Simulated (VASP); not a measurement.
Here is a VASP 6.6.1 calculation.

The input INCAR:

```
SYSTEM = W14Se27
ALGO = Fast ; EDIFF = 1E-6
ENCUT = 520 ; GGA = PE
ISIF = 2 ; ISMEAR = 0
IVDW = 12 ; LASPH = .TRUE.
LCHARG = .FALSE. ; LREAL = Auto
LWAVE = .FALSE. ; NBANDS = 205
NELECT = 356.0 ; NELM = 80
PREC = Accurate ; SIGMA = 0.01
```

The input KPOINTS:

```
k-points
0
G
  2 2 2
  0 0 0
```

POSCAR

```
W14Se27
1.0
    1.6395202770     -8.5191972597      0.0000000000
    6.5580811083      5.6794648397      0.0000000000
    0.0000000000      0.0000000000     12.7928245273
W Se
14 27
Direct
    0.8891068828      0.5123925224      0.2474905050
    0.4876074776      0.3767143605      0.2474905050
    0.0458205299      0.2386839666      0.2510499926
    0.7613160334      0.8071365633      0.2510499926
    0.3333333333      0.6666666667      0.2532483874
    0.6232856395      0.1108931172      0.2474905050
    0.1928634367      0.9541794701      0.2510499926
    0.6666666667      0.3333333333      0.7507349034
    0.2377420891      0.1900221745      0.7500621029
    0.8099778255      0.0477199146      0.7500621029
    0.5240913123      0.6192362840      0.7501207819
    0.0951449717      0.4759086877      0.7501207819
    0.3807637160      0.9048550283      0.7501207819
    0.9522800854      0.7622579109      0.7500621029
    0.2469056700      0.1938451808      0.3809802986
    0.8061548192      0.0530604892      0.3809802986
    0.5260724224      0.6098144829      0.3816185374
    0.0837420605      0.4739275776      0.3816185374
    0.3901855171      0.9162579395      0.3816185374
    0.9469395108      0.7530943300      0.3809802986
    0.9053799983      0.5243495239      0.8819078610
    0.4756504761      0.3810304745      0.8819078610
    0.0476832587      0.2380355067      0.8820300275
    0.7619644933      0.8096477520      0.8820300275
    0.3333333333      0.6666666667      0.8818650154
    0.6189695255      0.0946200017      0.8819078610
    0.1903522480      0.9523167413      0.8820300275
    0.6666666667      0.3333333333      0.1086274179
    0.2403468455      0.1929824331      0.1194930141
    0.8070175669      0.0473644124      0.1194930141
    0.5213845474      0.6156290273      0.1205123333
    0.0942444798      0.4786154526      0.1205123333
    0.3843709727      0.9057555202      0.1205123333
    0.9526355876      0.7596531545      0.1194930141
    0.9043146312      0.5234460051      0.6186605285
    0.4765539949      0.3808686261      0.6186605285
    0.0477159849      0.2381728026      0.6179468170
    0.7618271974      0.8095431822      0.6179468170
    0.3333333333      0.6666666667      0.6182300874
    0.6191313739      0.0956853688      0.6186605285
    0.1904568178      0.9522840151      0.6179468170
```

Potentials or basis: VASP PAW PBE potentials, release 64 (W_sv, Se).

Run with:

```console
$ cat potpaw_PBE.64/W_sv/POTCAR potpaw_PBE.64/Se/POTCAR > POTCAR
$ mpirun -np 1 vasp_std > vasp.out
```

Task: Estimate the largest force.

Result: 0.056 eV/Å.

Task: Estimate the dispersion energy per atom.

Result: -0.464 eV.

Forces on the atoms (eV/Å):
```
W   -0.016  0.011  0.016
W   -0.002 -0.020  0.016
W   -0.006  0.002 -0.002
W    0.001 -0.007 -0.002
W    0.000  0.000 -0.002
W    0.018  0.008  0.016
W    0.005  0.004 -0.002
W    0.000  0.000  0.000
W   -0.009 -0.001 -0.002
W    0.005 -0.007 -0.002
W    0.005  0.010 -0.001
W    0.006 -0.010 -0.001
W   -0.011  0.000 -0.001
W    0.003  0.008 -0.002
Se   0.004  0.002  0.042
Se  -0.004  0.002  0.042
Se   0.000  0.008  0.047
Se   0.007 -0.004  0.047
Se  -0.007 -0.004  0.047
Se   0.000 -0.004  0.042
Se  -0.002  0.001  0.038
Se   0.000 -0.002  0.038
Se   0.001 -0.001  0.038
Se   0.000  0.001  0.038
Se   0.000  0.000  0.040
Se   0.002  0.001  0.038
Se  -0.001  0.000  0.038
Se   0.000  0.000 -0.056
Se   0.000  0.003 -0.035
Se  -0.002 -0.002 -0.035
Se   0.005  0.008 -0.042
Se   0.004 -0.008 -0.042
Se  -0.009  0.000 -0.042
Se   0.003 -0.001 -0.035
Se   0.001  0.000 -0.044
Se  -0.001  0.001 -0.044
Se   0.000  0.000 -0.036
Se   0.000  0.000 -0.036
Se   0.000  0.000 -0.038
Se   0.000 -0.001 -0.044
Se   0.000  0.000 -0.036
```

Caveat: the k points lie up to 0.42 Å⁻¹ apart; the cell carries a net charge on a neutralising background, which shifts energy and pressure; the cell differs from its parent crystal (atoms taken out, then relaxed in part).
